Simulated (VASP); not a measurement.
A run of VASP 6.6.1 is set up as follows.

The input POSCAR:

```
Y
1.0
    3.2665525458      0.0000000000      0.0000000000
    0.0000000000      3.2665525458      0.0000000000
    0.0000000000      0.0000000000      3.2665525458
Y
1
Direct
    0.0000000000      0.0000000000      0.0000000000
```

File INCAR.step1:

```
SYSTEM = Y
PREC = Accurate ; ENCUT = 550
ISMEAR = -1 ; SIGMA = 0.1
LREAL = .False. ; LASPH = .True.
NELM = 120 ; NBANDS = 12
GGA = PE ; ALGO = Normal
EDIFF = 1E-5 ; LWAVE = .True.
LCHARG = .False. ; GGA_COMPAT = .False.
```

File INCAR.step2:

```
SYSTEM = Y
PREC = Accurate ; ENCUT = 550
EDIFF = 1E-6 ; ISMEAR = -1
SIGMA = 0.1 ; LREAL = .False.
LASPH = .True. ; NELM = 120
ALGO = Normal ; ISIF = 2
LWAVE = .False. ; LCHARG = .False.
METAGGA = R2SCAN ; LMIXTAU = .True.
NBANDS = 12 ; ISTART = 1
GGA_COMPAT = .False.
```

The input KPOINTS:

```
regular mesh
0
Gamma
  16 16 16
  0 0 0
```

Potentials or basis: VASP PAW PBE potentials, release 64 (Y_sv).

Command:

```console
$ cat potpaw_PBE.64/Y_sv/POTCAR > POTCAR
$ cp INCAR.step1 INCAR
$ mpirun -np 1 vasp_std > vasp.out
$ cp INCAR.step2 INCAR
$ mpirun -np 1 vasp_std > vasp.out
```

Q: Estimate the band gap on the k mesh.

A: Zero (an odd number of electrons rules out a gap without spin polarisation).

Q: Estimate the pressure.

A: -0.1 GPa.

Caveat: the PAW data sets were made with another functional, which shifts forces and pressure a little.
